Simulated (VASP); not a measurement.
# Si2As in VASP: notebook

Si2As is run at these levels: PBE; tasks: single point.

All numbers are computed with VASP 6.6.1; they aren't measurements. Logs are shortened: lines on timing, memory, paths and dates and some standing lists are left out, and cuts for length are marked.

### Step 1. The cell of the first run

Symmetry: P6/mmm, No. 191, hexagonal system. Conventional cell: a = 4.792 Å, b = 4.792 Å, c = 2.552 Å, α = 90.00°, β = 90.00°, γ = 120.00°. Within 3.4 Å of Si (site symmetry -6m2) lie 5 Si at 2.55 to 2.77 Å and 3 As at 2.77 Å. As (site symmetry 6/mmm) has 2 As at 2.55 Å and 6 Si at 2.77 Å within 3.4 Å.

### Step 2. Single point, PBE

INCAR reads:

```
SYSTEM = Si2As
PREC     = Accurate       ! precision mode
ENCUT    = 500            ! plane-wave cutoff, eV
EDIFF    = 1E-6           ! SCF threshold, eV
ISMEAR   = 0              ! smearing method
SIGMA    = 0.2            ! smearing width, eV
LREAL    = .FALSE.        ! projectors in reciprocal space
LASPH    = .TRUE.         ! aspherical terms in the spheres
NELM     = 120            ! most SCF steps
ALGO     = Normal         ! electronic algorithm
ISIF     = 2              ! what is computed and relaxed
LWAVE    = .FALSE.        ! write WAVECAR
LCHARG   = .FALSE.        ! write CHGCAR
GGA      = PE             ! functional
NBANDS   = 14             ! bands
GGA_COMPAT= .FALSE.
```

KPOINTS reads:

```
regular mesh
0
G
  5 5 6
  0 0 0
```

POSCAR reads:

```
Si2As
1.0
    4.7923945784      0.0000000000      0.0000000000
   -2.3961972892      4.1503354498      0.0000000000
    0.0000000000      0.0000000000      2.5517798362
Si As
2 1
Direct
    0.3333333333      0.6666666667      0.0000000000
    0.6666666667      0.3333333333      0.0000000000
    0.0000000000      0.0000000000      0.0000000000
```

Potentials or basis: VASP PAW PBE potentials, release 64 (Si, As).

Started as:

```console
cat potpaw_PBE.64/Si/POTCAR potpaw_PBE.64/As/POTCAR > POTCAR
mpirun -np 1 vasp_std > vasp.out
```

OUTCAR:

```text
SYSTEM = Si2As
   PREC = Accurate
   ENCUT = 500
   EDIFF = 1E-6
   ISMEAR = 0
   LREAL = .FALSE.
   LASPH = .TRUE.
   NELM = 120
   ISIF = 2
   GGA = PE

 ion  position               nearest neighbor table
   1  0.333  0.667  0.000-   2 2.77   2 2.77   3 2.77   3 2.77   3 2.77   2 2.77
   2  0.667  0.333  0.000-   1 2.77   1 2.77   3 2.77   3 2.77   3 2.77   1 2.77
   3  0.000  0.000  0.000-   1 2.77   2 2.77   1 2.77   2 2.77   2 2.77   1 2.77

  LATTYP: Found a hexagonal cell.
 ALAT       =     4.7923945784
 C/A-ratio  =     0.5324644694

  Lattice vectors:

 A1 = (   4.7923945784,   0.0000000000,   0.0000000000)
 A2 = (  -2.3961972892,   4.1503354498,   0.0000000000)
 A3 = (   0.0000000000,   0.0000000000,   2.5517798362)

Analysis of symmetry for initial positions (statically):
=====================================================================
 Subroutine PRICEL returns:
 Original cell was already a primitive cell.

 Routine SETGRP: Setting up the symmetry group for a
 hexagonal supercell.

 Subroutine GETGRP returns: Found 24 space group operations
 (whereof 24 operations were pure point group operations)
 out of a pool of 24 trial point group operations.

The static configuration has the point symmetry D_6h.

Analysis of symmetry for dynamics (positions and initial velocities):
=====================================================================
 Subroutine PRICEL returns:
 Original cell was already a primitive cell.

 Routine SETGRP: Setting up the symmetry group for a
 hexagonal supercell.

 Subroutine GETGRP returns: Found 24 space group operations
 (whereof 24 operations were pure point group operations)
 out of a pool of 24 trial point group operations.

The dynamic configuration has the point symmetry D_6h.

 Subroutine INISYM returns: Found 24 space group operations
 (whereof 24 operations are pure point group operations),
 and found     1 'primitive' translations

----------------------------------------------------------------------------------------

                                     Primitive cell

  volume of cell :      50.7550

  direct lattice vectors                    reciprocal lattice vectors
     4.792394578  0.000000000  0.000000000     0.208663954  0.120472190  0.000000000
    -2.396197289  4.150335450  0.000000000     0.000000000  0.240944380  0.000000000
     0.000000000  0.000000000  2.551779836     0.000000000  0.000000000  0.391883338

  length of vectors
     4.792394578  4.792394578  2.551779836     0.240944380  0.240944380  0.391883338

  position of ions in fractional coordinates (direct lattice)
     0.333333333  0.666666667  0.000000000
     0.666666667  0.333333333  0.000000000
     0.000000000  0.000000000  0.000000000

  ion indices of the primitive-cell ions
   primitive index   ion index
                 1           1
                 2           2
                 3           3

----------------------------------------------------------------------------------------

 KPOINTS: regular mesh

Automatic generation of k-mesh.
 Grid dimensions read from file:
 generate k-points for:    5    5    6

 Generating k-lattice:

  Cartesian coordinates                     Fractional coordinates (reciprocal lattice)
     0.041732791  0.024094438  0.000000000     0.200000000  0.000000000  0.000000000
     0.000000000  0.048188876  0.000000000     0.000000000  0.200000000  0.000000000
     0.000000000  0.000000000  0.065313890     0.000000000  0.000000000  0.166666667

  Length of vectors
     0.048188876  0.048188876  0.065313890

  Shift w.r.t. Gamma in fractional coordinates (k-lattice)
     0.000000000  0.000000000  0.000000000

 Subroutine IBZKPT returns following result:
 ===========================================

 Found     20 irreducible k-points:

 Following reciprocal coordinates:
            Coordinates               Weight
  0.000000  0.000000  0.000000      1.000000
  0.200000  0.000000  0.000000      6.000000
  0.400000 -0.000000  0.000000      6.000000
  0.200000  0.200000  0.000000      6.000000
  0.400000  0.200000  0.000000      6.000000
  0.000000  0.000000  0.166667      2.000000
[... 12 lines left out ...]
  0.200000  0.200000  0.500000      6.000000
  0.400000  0.200000  0.500000      6.000000
   k-points           NKPTS =     20   k-points in BZ     NKDIM =     20   number of bands    NBANDS=     14
   number of dos      NEDOS =    301   number of ions     NIONS =      3
   total plane-waves  NPLWV =  25920
   dimension x,y,z NGX =    36 NGY =   36 NGZ =   20
   dimension x,y,z NGXF=    72 NGYF=   72 NGZF=   40
   ions per type =               2   1
   NGX,Y,Z   is equivalent  to a cutoff of  12.49, 12.49, 13.03 a.u.
   NGXF,Y,Z  is equivalent  to a cutoff of  24.98, 24.98, 26.06 a.u.
 SYSTEM =  Si2As
   PREC   = accura    normal or accurate (medium, high low for compatibility)
   ISTART =      0    job   : 0-new  1-cont  2-samecut
   ICHARG =      2    charge: 1-file 2-atom 10-const
   ISPIN  =      1    spin polarized calculation?
   LNONCOLLINEAR =      F non collinear calculations
   LSORBIT =      F    spin-orbit coupling
   LASPH  =      T    aspherical Exc in radial PAW
   ENCUT  =  500.0 eV  36.75 Ry    6.06 a.u.   8.74  8.74  4.65*2*pi/ulx,y,z
   NELM   =    120;   NELMIN=  2; NELMDL= -5     # of ELM steps
   EDIFF  = 0.1E-05   stopping-criterion for ELM
   LREAL  =      F    real-space projection
   EDIFFG = 0.1E-04   stopping-criterion for IOM
   NSW    =      0    number of steps for IOM
   IBRION =     -1    ionic relax: 0-MD 1-quasi-New 2-CG
   NFREE  =      0    steps in history (QN), initial steepest desc. (CG)
   ISIF   =      2    stress and relaxation
   ISYM   =      2    0-nonsym 1-usesym 2-fastsym
   POTIM  = 0.5000    time-step for ionic-motion
   TEBEG  =    0.0;   TEEND  =   0.0 temperature during run
   PSTRESS=    0.0 pullay stress
   NELECT =      13.0000    total number of electrons
   NUPDOWN=      -1.0000    fix difference up-down
   EMIN   =  10.00;   EMAX   =-10.00  energy-range for DOS
   EFERMI =   0.00;   METHOD = LEGACY
   ISMEAR =     0;   SIGMA  =   0.20  broadening in eV -4-tet -1-fermi 0-gaus
   EFERMI_NEDOS =   21; number of points for ismear=-14 and -15
   IALGO  =     38    algorithm
   IMIX   =      4    mixing-type and parameters
     AMIX     =   0.40;   BMIX     =  1.00
     AMIX_MAG =   1.60;   BMIX_MAG =  1.00
  volume/ion in A,a.u.               =      16.92       114.17
  Fermi-wavevector in a.u.,A,eV,Ry     =   1.039672  1.964695 14.706777  1.080918
  Thomas-Fermi vector in A             =   2.174213
   LORBIT       =      0    0 simple, 1 ext, 2 COOP (PROOUT), +10 PAW based schemes
   GGA     = PE    functional components
   LHFCALC =     F    Hartree Fock is set to
   AEXX    =    0.0000 exact exchange contribution
   IVDW    =     0    specifies the selected vdW correction
   LEPSILON=     F    determine dielectric tensor
   LRPA    =     F    only Hartree local field effects (RPA)
 non-spin polarized calculation
 Gauss-broadening in eV      SIGMA  =   0.20
  energy-cutoff  :      500.00
  volume of cell :       50.76
 maximum number of plane-waves:      1301
 NGX is ok and might be reduce to    36
   NGX = 17   NGY = 17   NGZ =  9

 number of electron      12.9999999 magnetization

 Free energy of the ion-electron system (eV)
  ---------------------------------------------------
  ext. energy  EPLUGINS =         0.00000000
  ---------------------------------------------------
  free energy    TOTEN  =       -14.48515121 eV

  energy without entropy =      -14.46453378  energy(sigma->0) =      -14.47484249

 E-fermi :   8.1197     XC(G=0): -10.7357

 val. band max:        8.0459114644   @ k =   0.2000   0.0000   0.5000
 cond. band min:       8.1226479109   @ k =   0.2000   0.2000   0.0000
 fundamental gap:      0.0767364465
 Fermi energy:         8.1197488774

 k-point     1 :       0.0000    0.0000    0.0000
  band No.  band energies     occupation
      1      -6.6848      2.00000
      2      -0.5618      2.00000
      3       1.8599      2.00000
      4       2.8677      2.00000
      5       2.8677      2.00000
      6       3.9383      2.00000
      7       3.9383      2.00000
      8      14.3744      0.00000
      9      15.6150      0.00000
     10      15.6150      0.00000
     11      15.8494      0.00000
     12      18.6084      0.00000
     13      19.8178      0.00000
     14      19.8178      0.00000

 k-point     2 :       0.2000    0.0000    0.0000
  band No.  band energies     occupation
      1      -6.4231      2.00000
      2      -1.5000      2.00000
      3       0.6046      2.00000
      4       1.9937      2.00000
      5       3.7988      2.00000
      6       5.4459      2.00000
      7       6.4828      2.00000
      8      12.7280      0.00000
      9      14.1833      0.00000
     10      14.6039      0.00000
     11      17.0177      0.00000
     12      18.2334      0.00000
     13      19.1179      0.00000
     14      19.5810      0.00000

 k-point     3 :       0.4000   -0.0000    0.0000
  band No.  band energies     occupation
      1      -5.8100      2.00000
      2      -2.9299      2.00000
      3      -0.2776      2.00000
      4       1.3642      2.00000
      5       6.1842      2.00000
      6       7.9216      1.83892
      7       9.1829      0.00000
      8      10.3895      0.00000
      9      11.1381      0.00000
     10      15.1377      0.00000
     11      15.6025      0.00000
     12      17.4108      0.00000
     13      18.0320      0.00000
     14      18.9447      0.00000

 k-point     4 :       0.2000    0.2000    0.0000
  band No.  band energies     occupation
      1      -5.9689      2.00000
      2      -2.3804      2.00000
      3      -0.9897      2.00000
      4       3.4677      2.00000
      5       3.5126      2.00000
      6       8.1226      0.98365
      7       8.8271      0.00000
      8       9.7637      0.00000
      9      13.4707      0.00000
     10      14.9999      0.00000
     11      16.0615      0.00000
     12      17.7559      0.00000
     13      17.8035      0.00000
     14      18.0159      0.00000

 k-point     5 :       0.4000    0.2000    0.0000
  band No.  band energies     occupation
      1      -5.5546      2.00000
      2      -2.9579      2.00000
      3      -1.7124      2.00000
      4       3.2085      2.00000
      5       6.2436      2.00000
      6       6.2642      2.00000
      7      10.8903      0.00000
      8      11.2508      0.00000
      9      11.9704      0.00000
     10      14.4705      0.00000
     11      15.3581      0.00000
[... 208 lines left out ...]
 k-point    18 :       0.4000   -0.0000    0.5000
  band No.  band energies     occupation
      1      -1.6216      2.00000
      2       1.4365      2.00000
      3       1.7794      2.00000
      4       3.7387      2.00000
      5       4.6807      2.00000
      6       4.7929      2.00000
      7       5.4324      2.00000
      8      10.0864      0.00000
      9      10.5477      0.00000
     10      11.2310      0.00000
     11      13.3288      0.00000
     12      13.5978      0.00000
     13      14.1217      0.00000
     14      14.4197      0.00000

 k-point    19 :       0.2000    0.2000    0.5000
  band No.  band energies     occupation
      1      -1.7737      2.00000
      2       1.5789      2.00000
      3       2.0335      2.00000
      4       3.3651      2.00000
      5       4.2227      2.00000
      6       5.1962      2.00000
      7       7.3711      2.00000
      8       7.6865      1.99781
      9      11.3394      0.00000
     10      11.6280      0.00000
     11      11.6680      0.00000
     12      12.7131      0.00000
     13      13.7497      0.00000
     14      16.6147      0.00000

 k-point    20 :       0.4000    0.2000    0.5000
  band No.  band energies     occupation
      1      -1.3759      2.00000
      2       1.3996      2.00000
      3       2.1175      2.00000
      4       2.6679      2.00000
      5       3.6517      2.00000
      6       4.6450      2.00000
      7       7.2165      2.00000
      8      10.1762      0.00000
      9      10.4624      0.00000
     10      11.2259      0.00000
     11      13.6893      0.00000
     12      14.1915      0.00000
     13      14.3218      0.00000
     14      14.5246      0.00000

------------------------ aborting loop because EDIFF is reached ----------------------------------------

  FORCE on cell =-STRESS in cart. coord.  units (eV):
  Direction    XX          YY          ZZ          XY          YZ          ZX
  --------------------------------------------------------------------------------------
  -------------------------------------------------------------------------------------
  Total       -0.0441749     -0.0441749      0.0914921      0.0000000     -0.0000000      0.0000000
  in kB       -1.3944638     -1.3944638      2.8881210      0.0000000     -0.0000000      0.0000000
  external PRESSURE =       0.0330645 kB  Pullay stress =       0.0000000 kB

 VOLUME and BASIS-vectors are now :
 -----------------------------------------------------------------------------
  energy-cutoff  :      500.00
  volume of cell :       50.76
      direct lattice vectors                 reciprocal lattice vectors
     4.792394578  0.000000000  0.000000000     0.208663954  0.120472190  0.000000000
    -2.396197289  4.150335450  0.000000000     0.000000000  0.240944380  0.000000000
     0.000000000  0.000000000  2.551779836     0.000000000  0.000000000  0.391883338

 POSITION                                       TOTAL-FORCE (eV/Angst)
 -----------------------------------------------------------------------------------
     -0.00000      2.76689      0.00000         0.000000      0.000000      0.000000
      2.39620      1.38345      0.00000        -0.000000      0.000000      0.000000
      0.00000      0.00000      0.00000         0.000000      0.000000      0.000000
 -----------------------------------------------------------------------------------
    total drift:                                0.000000     -0.000000     -0.000000

  FREE ENERGIE OF THE ION-ELECTRON SYSTEM (eV)
  ---------------------------------------------------
  free  energy   TOTEN  =       -14.4851512054 eV

  energy  without entropy=      -14.4645337801  energy(sigma->0) =      -14.47484249
```

Wall time 5.5 s (1 thread of Intel Xeon 6975P-C (Granite Rapids), shared host); peak memory 0.16 GiB.

What came out:

- Free energy: -14.4852 eV
- Pressure: 0.0 GPa

Stress tensor (GPa, compression positive):
```
-0.14  0.00  0.00
 0.00 -0.14  0.00
 0.00  0.00  0.29
```

Caveat: the k points lie up to 0.41 Å⁻¹ apart.

### Step 3. Single point, PBE

This run uses another cell than the first one, of 17.27 Å³/atom, 1.021 times its volume.

INCAR reads:

```
SYSTEM = Si2As
ALGO = Normal
EDIFF = 1E-6
ENCUT = 500
GGA = PE
GGA_COMPAT = .False.
ISIF = 2
ISMEAR = 0
LASPH = .True.
LCHARG = .False.
LREAL = .False.
LWAVE = .False.
NBANDS = 14
NELM = 120
PREC = Accurate
SIGMA = 0.2
```

KPOINTS reads:

```
k-points
0
Gamma
  6 6 5
  0 0 0
```

POSCAR reads:

```
Si2As
1.0
    4.1214881551     -0.0000000030      0.0000000000
   -2.0607440749      3.5693134452      0.0000000000
    0.0000000000      0.0000000000      3.5217867158
Si As
2 1
Direct
    0.3333333333      0.6666666667      0.1566112852
    0.6666666667      0.3333333333      0.1566112852
    0.0000000000      0.0000000000      0.6564853696
```

Potentials or basis: VASP PAW PBE potentials, release 64 (Si, As).

Started as:

```console
cat potpaw_PBE.64/Si/POTCAR potpaw_PBE.64/As/POTCAR > POTCAR
mpirun -np 1 vasp_std > vasp.out
```

Wall time 5.8 s (1 thread of Intel Xeon 6975P-C (Granite Rapids), shared host); peak memory 0.16 GiB.

It converged, with:

* Free energy: -13.9786 eV
* Pressure: -0.4 GPa

Stress tensor (GPa, compression positive):
```
-0.69  0.00  0.00
 0.00 -0.69  0.00
 0.00  0.00  0.30
```

Levels at points of the mesh, in eV from the Fermi level:
```
           k point  band 3  band 4  band 5  band 6  band 7  band 8  band 9  band 10  band 11  band 12
(0.00, 0.00, 0.00)   -2.55   -2.55   -2.42   -2.41   -2.41   -1.21    2.62     5.56     6.96     7.45
(0.50, 0.00, 0.00)   -5.88   -5.09   -0.24    0.89    1.39    1.44    2.73     4.66     6.42     6.64
```
